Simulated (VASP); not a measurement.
Set up this calculation in VASP 6.6.1, as the native input.

| Property | Result |
| --- | --- |
| Task | relaxation of cell and atoms |
| Functional | PBEsol |
| Potentials or basis | VASP PAW PBE potentials, release 64 (Cd, C) |
| Cutoff | 600 eV |
| k mesh | 8 × 8 × 8 |
| Occupations | gaussian, width 0.01 eV |
| Spin | no spin polarisation |
| Target pressure | 22 GPa |
| Dipole correction | no |
| Further INCAR settings | ALGO = Normal; EDIFF = 1e-07; IBRION = 2; EDIFFG = -0.001; NSW = 80; ISIF = 3 |

The structure of CdC2 lies in POSCAR:

```
CdC2
1.0
   -2.0953502933      2.0953502933      2.7139940149
    2.0953502933     -2.0953502933      2.7139940149
    2.0953502933      2.0953502933     -2.7139940149
Cd C
1 2
Direct
    0.0000000000      0.0000000000      0.0000000000
    0.6146182108      0.6146182108      0.0000000000
    0.3853817892      0.3853817892      0.0000000000
```

One way to write it, as run:

INCAR

```
SYSTEM = CdC2
ALGO = Normal
EDIFF = 1E-7
EDIFFG = -0.001
ENCUT = 600
GGA = PS
IBRION = 2
ISIF = 3
ISMEAR = 0
LASPH = .TRUE.
LCHARG = .FALSE.
LREAL = .FALSE.
LWAVE = .FALSE.
NELM = 100
NSW = 80
PREC = Accurate
PSTRESS = 220.0
SIGMA = 0.01
```

KPOINTS

```
k-points
0
G
  8 8 8
  0 0 0
```

Potentials or basis: VASP PAW PBE potentials, release 64 (Cd, C).

The run is started by

```sh
$ cat potpaw_PBE.64/Cd/POTCAR potpaw_PBE.64/C/POTCAR > POTCAR
$ mpirun -np 1 vasp_std > vasp.out
```

It gave:

```
Relaxed volume                                         : 11.70 Å³/atom
Relaxed cell                                           : a = 3.744 Å, b = 3.744 Å, c = 3.744 Å, α = 123.27°, β = 123.27°, γ = 84.43°
Space group after relaxing (to 0.05 Å)                 : I4/mmm (No. 139)
Energy change on relaxing (the enthalpy is what falls) : +194.2 meV/atom
Ionic steps                                            : 42
Pressure after relaxing                                : 22.0 GPa
Band gap on the k mesh                                 : 1.92 eV, indirect (least direct gap 2.84 eV)
```

Caveat: the cell is relaxed towards a set pressure, so the enthalpy falls and the energy may rise; the volume moved by over 15 % at a fixed basis, so the end points are rough; the PAW data sets were made with another functional, which shifts forces and pressure a little.

Run time: 28 min on 1 thread of Oxide Virtual Turin-like Processor (shared host), peak memory 0.2 GiB.
